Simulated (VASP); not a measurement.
# TiC (Fm-3m) in VASP: notebook, part 2 of 2

VASP 6.6.1. The steps go on from the part before.

### Step 5. Single point, r2SCAN

This run uses another cell than the first one, of 9.75 Å³/atom, 0.962 times its volume.

File POSCAR:

```
TiC
1.0
    0.0000000000      2.1364487848      2.1364487848
    2.1364487848      0.0000000000      2.1364487848
    2.1364487848      2.1364487848      0.0000000000
Ti C
1 1
Direct
    0.0000000000      0.0000000000      0.0000000000
    0.5000000000      0.5000000000      0.5000000000
```

File INCAR.step1:

```
PREC = Accurate ; ENCUT = 520
ISMEAR = -1 ; SIGMA = 0.05
LREAL = F ; LASPH = T
NELM = 100 ; NBANDS = 15
GGA = PE ; ALGO = Normal
EDIFF = 1E-4 ; LWAVE = T
LCHARG = F
```

File INCAR.step2:

```
PREC = Accurate ; ENCUT = 520
EDIFF = 1E-6 ; ISMEAR = -1
SIGMA = 0.05 ; LREAL = F
LASPH = T ; NELM = 100
ALGO = Normal ; ISIF = 2
LWAVE = F ; LCHARG = F
METAGGA = R2SCAN ; LMIXTAU = T
NBANDS = 15 ; ISTART = 1
```

File KPOINTS:

```
Automatic mesh
0
Gamma
  11 11 11
```

Launch:

```
$ cat potpaw_PBE.64/Ti_sv/POTCAR potpaw_PBE.64/C/POTCAR > POTCAR
$ cp INCAR.step1 INCAR
$ mpirun -np 1 vasp_std > vasp.out
$ cp INCAR.step2 INCAR
$ mpirun -np 1 vasp_std > vasp.out
```

Run time: 42 s. Hardware: 1 thread of AMD EPYC 7R13, shared host; peak memory 0.15 GiB.

It converged, with:

```yaml
Free_energy: -24.8390 eV
Pressure: 11.9 GPa
Band_gap_on_the_k_mesh: zero (band 8 reaches 10.86 eV, above the bottom of band 9 at 9.50 eV)
```

Levels at points of the mesh, in eV from the Fermi level:
```
           k point  band 4  band 5  band 6  band 7  band 8  band 9  band 10  band 11  band 12  band 13
(0.00, 0.00, 0.00)  -33.88  -13.48    0.81    0.81    0.81    1.64     1.64     1.64     1.73     1.73
```

Caveat: the PAW data sets were made with another functional, which shifts forces and pressure a little.

### Step 6. Single point, r2SCAN

This run uses another cell than the first one, of 9.95 Å³/atom, 0.982 times its volume.

File POSCAR:

```
TiC
1.0
    0.0000000000      2.1511833799      2.1511833799
    2.1511833799      0.0000000000      2.1511833799
    2.1511833799      2.1511833799      0.0000000000
Ti C
1 1
Direct
    0.0000000000      0.0000000000      0.0000000000
    0.5000000000      0.5000000000      0.5000000000
```

File INCAR.step1:

```
SYSTEM = TiC
ALGO = Normal
EDIFF = 1E-4
ENCUT = 520
GGA = PE
ISMEAR = -1
LASPH = .True.
LCHARG = .False.
LREAL = .False.
LWAVE = .True.
NBANDS = 15
NELM = 60
PREC = Accurate
SIGMA = 0.05
```

File INCAR.step2:

```
SYSTEM = TiC
ALGO = Normal
EDIFF = 1E-7
ENCUT = 520
ISIF = 2
ISMEAR = -1
ISTART = 1
LASPH = .True.
LCHARG = .True.
LELF = .True.
LMIXTAU = .True.
LREAL = .False.
LVHAR = .True.
LWAVE = .False.
METAGGA = R2SCAN
NBANDS = 15
NELM = 60
PREC = Accurate
SIGMA = 0.05
```

File KPOINTS:

```
k-points
0
Gamma
  11 11 11
  0 0 0
```

Potentials or basis: VASP PAW PBE potentials, release 64 (Ti_sv, C).

Launch:

```
$ cat potpaw_PBE.64/Ti_sv/POTCAR potpaw_PBE.64/C/POTCAR > POTCAR
$ cp INCAR.step1 INCAR
$ mpirun -np 1 vasp_std > vasp.out
$ cp INCAR.step2 INCAR
$ mpirun -np 1 vasp_std > vasp.out
```

OUTCAR:

```text
SYSTEM = TiC
   EDIFF = 1E-7
   ENCUT = 520
   ISIF = 2
   ISMEAR = -1
   ISTART = 1
   LASPH = .True.
   LREAL = .False.
   METAGGA = R2SCAN
   NELM = 60
   PREC = Accurate

 ion  position               nearest neighbor table
   1  0.000  0.000  0.000-   2 2.15   2 2.15   2 2.15   2 2.15   2 2.15   2 2.15
   2  0.500  0.500  0.500-   1 2.15   1 2.15   1 2.15   1 2.15   1 2.15   1 2.15

  LATTYP: Found a face centered cubic cell.
 ALAT       =     4.3023667598

  Lattice vectors:

 A1 = (   0.0000000000,   2.1511833799,   2.1511833799)
 A2 = (   2.1511833799,   0.0000000000,   2.1511833799)
 A3 = (   2.1511833799,   2.1511833799,   0.0000000000)

Analysis of symmetry for initial positions (statically):
=====================================================================
 Subroutine PRICEL returns:
 Original cell was already a primitive cell.

 Routine SETGRP: Setting up the symmetry group for a
 face centered cubic supercell.

 Subroutine GETGRP returns: Found 48 space group operations
[... 9 lines left out ...]

 Routine SETGRP: Setting up the symmetry group for a
 face centered cubic supercell.

 Subroutine GETGRP returns: Found 48 space group operations
[... 11 lines left out ...]
                                     Primitive cell

  volume of cell :      19.9096

  direct lattice vectors                    reciprocal lattice vectors
     0.000000000  2.151183380  2.151183380    -0.232430208  0.232430208  0.232430208
     2.151183380  0.000000000  2.151183380     0.232430208 -0.232430208  0.232430208
     2.151183380  2.151183380  0.000000000     0.232430208  0.232430208 -0.232430208

  length of vectors
     3.042232711  3.042232711  3.042232711     0.402580929  0.402580929  0.402580929

  position of ions in fractional coordinates (direct lattice)
[... 8 lines left out ...]
----------------------------------------------------------------------------------------

 KPOINTS: k-points

Automatic generation of k-mesh.
 Grid dimensions read from file:
 generate k-points for:   11   11   11

 Generating k-lattice:

  Cartesian coordinates                     Fractional coordinates (reciprocal lattice)
    -0.021130019  0.021130019  0.021130019     0.090909091  0.000000000  0.000000000
[... 84 lines left out ...]
   METAGGA = R2SCAN    functional components
   LHFCALC =     F    Hartree Fock is set to
   AEXX    =    0.0000 exact exchange contribution
   IVDW    =     0    specifies the selected vdW correction
   LEPSILON=     F    determine dielectric tensor
   LRPA    =     F    only Hartree local field effects (RPA)
 non-spin polarized calculation
  energy-cutoff  :      520.00
  volume of cell :       19.91
 maximum number of plane-waves:       550
   NGX = 11   NGY = 11   NGZ = 11

 number of electron      16.0000003 magnetization

 Free energy of the ion-electron system (eV)
  ---------------------------------------------------
  ext. energy  EPLUGINS =         0.00000000
  ---------------------------------------------------
  free energy    TOTEN  =       -24.86170417 eV

  energy without entropy =      -24.85936586  energy(sigma->0) =      -24.86053501

 E-fermi :   9.8063     XC(G=0): -13.7067

 val. band max:        9.7583952266   @ k =   0.1818   0.1818   0.0000
 cond. band min:       9.8494782435   @ k =   0.0909   0.0000   0.0000
 fundamental gap:      0.0910830170
 Fermi energy:         9.8063451618

 k-point     1 :       0.0000    0.0000    0.0000
  band No.  band energies     occupation
      1     -49.1860      2.00000
      2     -24.1534      2.00000
      3     -24.1534      2.00000
      4     -24.1534      2.00000
      5      -3.5735      2.00000
      6      10.6021      0.00000
      7      10.6021      0.00000
      8      10.6022      0.00000
      9      11.4205      0.00000
     10      11.4205      0.00000
     11      11.4205      0.00000
     12      11.4920      0.00000
     13      11.4920      0.00000
     14      21.2348      0.00000
[... 401 lines left out ...]
      2     -24.4570      2.00000
      3     -24.2711      2.00000
      4     -24.1731      2.00000
      5      -1.7773      2.00000
      6       6.2065      2.00000
      7       7.2938      2.00000
      8       7.6894      2.00000
      9      11.5143      0.00000
     10      12.6084      0.00000
     11      13.5822      0.00000
     12      14.4112      0.00000
     13      17.4647      0.00000
     14      22.4818      0.00000
     15      24.0074      0.00000

 [... further k-points ...]
[... 5 lines left out ...]
  --------------------------------------------------------------------------------------
  -------------------------------------------------------------------------------------
  Total        0.7232078      0.7232078      0.7232078      0.0000000      0.0000000     -0.0000000
  in kB       58.1984425     58.1984425     58.1984425      0.0000000      0.0000000     -0.0000000
  external PRESSURE =      58.1984425 kB  Pullay stress =       0.0000000 kB

 VOLUME and BASIS-vectors are now :
 -----------------------------------------------------------------------------
  energy-cutoff  :      520.00
  volume of cell :       19.91
      direct lattice vectors                 reciprocal lattice vectors
     0.000000000  2.151183380  2.151183380    -0.232430208  0.232430208  0.232430208
     2.151183380  0.000000000  2.151183380     0.232430208 -0.232430208  0.232430208
     2.151183380  2.151183380  0.000000000     0.232430208  0.232430208 -0.232430208

 POSITION                                       TOTAL-FORCE (eV/Angst)
 -----------------------------------------------------------------------------------
      0.00000      0.00000      0.00000         0.000000      0.000000      0.000000
      2.15118      2.15118      2.15118        -0.000000     -0.000000     -0.000000
 -----------------------------------------------------------------------------------
    total drift:                                0.000000     -0.000000     -0.000000

  FREE ENERGIE OF THE ION-ELECTRON SYSTEM (eV)
  ---------------------------------------------------
  free  energy   TOTEN  =       -24.8617041682 eV

  energy  without entropy=      -24.8593658571  energy(sigma->0) =      -24.86053501
```

OUTCAR.step1:

```text
SYSTEM = TiC
   EDIFF = 1E-4
   ENCUT = 520
   GGA = PE
   ISMEAR = -1
   LASPH = .True.
   LREAL = .False.
[... 651 lines left out ...]
      0.00000      0.00000      0.00000        -0.000000     -0.000000     -0.000000
      2.15118      2.15118      2.15118         0.000000      0.000000      0.000000
 -----------------------------------------------------------------------------------
    total drift:                                0.000000     -0.000000     -0.000000

  FREE ENERGIE OF THE ION-ELECTRON SYSTEM (eV)
  ---------------------------------------------------
  free  energy   TOTEN  =       -18.7022801350 eV

  energy  without entropy=      -18.6999069450  energy(sigma->0) =      -18.70109354
```

OSZICAR.step1:

```text
N       E                     dE             d eps       ncg     rms          rms(c)
DAV:   1     0.119770747700E+03    0.11977E+03   -0.80181E+03  1680   0.129E+03
DAV:   2    -0.166031378422E+02   -0.13637E+03   -0.12745E+03  1834   0.340E+02
DAV:   3    -0.240228849431E+02   -0.74197E+01   -0.73184E+01  2128   0.778E+01
DAV:   4    -0.242529957684E+02   -0.23011E+00   -0.22997E+00  2069   0.129E+01
DAV:   5    -0.242589502263E+02   -0.59545E-02   -0.59531E-02  2125   0.189E+00    0.187E+01
DAV:   6    -0.192676797157E+02    0.49913E+01   -0.11643E+01  2363   0.564E+01    0.679E+00
DAV:   7    -0.187310220411E+02    0.53666E+00   -0.20700E+00  1965   0.203E+01    0.505E+00
DAV:   8    -0.187076331620E+02    0.23389E-01   -0.10697E-01  1856   0.360E+00    0.327E+00
DAV:   9    -0.187056348298E+02    0.19983E-02   -0.85694E-02  2305   0.388E+00    0.774E-01
DAV:  10    -0.187038986958E+02    0.17361E-02   -0.10967E-02  2230   0.143E+00    0.604E-01
DAV:  11    -0.187023444511E+02    0.15542E-02   -0.25034E-03  1939   0.702E-01    0.147E-01
DAV:  12    -0.187022801350E+02    0.64316E-04   -0.24283E-04  2037   0.156E-01
   1 F= -.18702280E+02 E0= -.18701094E+02  d E =-.237319E-02
```

Wall time 40 s (1 thread of AMD EPYC 7R13, shared host); peak memory 0.16 GiB.

What came out:

```yaml
Free_energy: -24.8617 eV
Pressure: 5.8 GPa
Band_gap_on_the_k_mesh: zero (band 8 reaches 10.60 eV, above the bottom of band 9 at 9.26 eV)
```

Caveat: the PAW data sets were made with another functional, which shifts forces and pressure a little.

### Step 7. Summary

| level | potentials or basis | U | cell | k mesh | cutoff (eV) | smearing | second run | gap on the mesh (eV) | pressure (GPa) |
| --- | --- | --- | --- | --- | --- | --- | --- | --- | --- |
| r2SCAN | VASP PAW PBE potentials, release 64 (Ti_sv, C_h) | - | a = 3.060 Å, angles 60.0°, 2 atoms | 11 × 11 × 11 | 910 | fermi-dirac 0.05 eV | hard_potentials | none | 0.8 |
| PBEsol+U | VASP PAW PBE potentials, release 64 (Ti_sv, C_h) | Ti d U = 4.0 eV | a = 3.063 Å, angles 60.0°, 2 atoms | 9 × 9 × 9 | 910 | gaussian 0.05 eV | hard_potentials | none | 5.0 |
| r2SCAN | VASP PAW PBE potentials, release 64 (Ti_sv, C) | - | a = 3.000 Å, angles 60.0°, 2 atoms | 11 × 11 × 11 | 520 | fermi-dirac 0.05 eV | - | none | 18.6 |
| r2SCAN | VASP PAW PBE potentials, release 64 (Ti_sv, C) | - | a = 3.021 Å, angles 60.0°, 2 atoms | 11 × 11 × 11 | 520 | fermi-dirac 0.05 eV | - | none | 11.9 |
| r2SCAN | VASP PAW PBE potentials, release 64 (Ti_sv, C) | - | a = 3.042 Å, angles 60.0°, 2 atoms | 11 × 11 × 11 | 520 | fermi-dirac 0.05 eV | - | none | 5.8 |

Alike in all rows: task single point; no spin polarisation.

Caveats: the PAW data sets were made with another functional, which shifts forces and pressure a little; the cutoff is under 1.25 times the usual one of these potentials, so pressure, stress and relaxed cells hold a basis-set (Pulay) error (some runs); U without spin polarisation on a metal has little footing (some runs); the U is typed as a test and isn't derived for this compound (some runs).

Absolute energies hang on the potentials; compare differences alone.
